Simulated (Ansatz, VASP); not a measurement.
**Two plane-wave programs on In3GeO2**

```
In Ge O
1.0
     4.94091    0.00000    0.00000
    -2.47046    4.27896    0.00000
     0.00000    0.00000    5.71838
In Ge O
3 1 2
Direct
  0.33333 0.66667 0.56395
  0.66667 0.33333 0.56395
  0.00000 0.00000 0.95436
  0.00000 0.00000 0.42318
  0.33333 0.66667 0.92098
  0.66667 0.33333 0.92098
```

Alike in both runs: functional PBE; k mesh 6 × 6 × 4; occupations gaussian, width 0.1 eV; no spin polarisation.

Ansatz relaxed the structure, and its values are those at the end. VASP's run is a single point on that final structure, the one shown.

|  | VASP | Ansatz |
| --- | --- | --- |
| version | VASP 6.6.1 | Ansatz 0.2.0 |
| potentials or method | VASP PAW PBE potentials, release 64 (In_d, Ge_d, O), cutoff 520 eV | scalar-relativistic, plane waves, PAW |
| valence electrons in the cell | 65 | 65 |

```tsv
	VASP	Ansatz	Ansatz less VASP
gap on the k mesh at the Fermi level (eV)	none	none	-
pressure (GPa)	-0.2	-0.3	-0.09
rms of the force components (eV/Å)	0.040	0.011	-0.0293
```

A gap of «none» marks a metal or a gap that the smearing closes.
